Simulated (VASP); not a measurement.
IrRu, 2 atoms in the cell. Symmetry: R-3m, No. 166, trigonal system. Conventional cell: a = 2.696 Å, b = 2.696 Å, c = 13.277 Å, α = 90.00°, β = 90.00°, γ = 120.00°. Within 3.6 Å of Ru (site symmetry -3m) lie 6 Ru at 2.70 Å and 6 Ir at 2.71 Å. Ir (site symmetry -3m) has 6 Ir at 2.70 Å and 6 Ru at 2.71 Å within 3.6 Å. 

- Program: VASP 6.6.1
- Task: single point
- Functional: PBEsol
- Potentials or basis: VASP PAW PBE potentials, release 64 (Ru_pv, Ir)
- Cutoff: 520 eV
- k mesh: 21 × 21 × 21
- Occupations: gaussian, width 0.15 eV
- Spin: no spin polarisation
- Dipole correction: no
- Further INCAR settings: ALGO = Normal; EDIFF = 1e-06; NBANDS = 18

Potentials or basis: VASP PAW PBE potentials, release 64 (Ru_pv, Ir).

Launch:

```sh
$ cat potpaw_PBE.64/Ru_pv/POTCAR potpaw_PBE.64/Ir/POTCAR > POTCAR
$ mpirun -np 1 vasp_std > vasp.out
```

Hardware: 1 thread of Intel(R) Xeon(R) Platinum 8259CL CPU @ 2.50GHz (Skylake/Cascade Lake), on a shared host.

**Question.** Estimate the wall time of this run.

**Answer.** Wall time 15 min on 1 thread of Intel(R) Xeon(R) Platinum 8259CL CPU @ 2.50GHz (Skylake/Cascade Lake), with other jobs on the host, peak memory 0.6 GiB. Counts: scf iterations 14, k points 891.
